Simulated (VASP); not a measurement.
# Pb: single point with PBEsol

The system is Pb.

```
Pb
1.0
     3.49137    0.00000    0.00000
    -1.74568    3.02361    0.00000
     0.00000    0.00000   11.33302
Pb
4
Cartesian
  1.7457 3.0236 0.0000
  1.7457 3.0236 5.6665
  0.0000 2.0157 2.8333
  1.7457 1.0079 8.4998
```

This isn't the form of Pb at room conditions, which is fcc.

```
Program                : VASP 6.6.1
Task                   : single point
Functional             : PBEsol
Potentials or basis    : VASP PAW PBE potentials, release 64 (Pb_d)
Cutoff                 : 520 eV
k mesh                 : 10 × 10 × 3
Occupations            : fermi-dirac, width 0.1 eV
Spin                   : no spin polarisation
Dipole correction      : no
Further INCAR settings : ALGO = Normal; EDIFF = 1e-06; NBANDS = 36
```

- Pressure: -0.1 GPa
- Band gap on the k mesh: zero (bands 28 and 29 overlap by 7.20 eV)

Levels at points of the mesh, in eV from the Fermi level:
```csv
k point,band 25,band 26,band 27,band 28,band 29,band 30,band 31,band 32
"(0.00, 0.00, 0.00)",-4.26,0.85,0.85,5.59,5.59,6.42,6.42,6.46
"(0.50, 0.00, 0.00)",-4.10,-3.78,-2.32,-1.80,-0.02,0.82,2.02,3.42
```

Wall time 2.6 min on 1 thread of Intel Xeon 8259CL, on a shared host, peak memory 0.29 GiB.

Caveat: the PAW data sets were made with another functional, which shifts forces and pressure a little; spin-orbit coupling is left out, which moves the levels of the heavy elements.
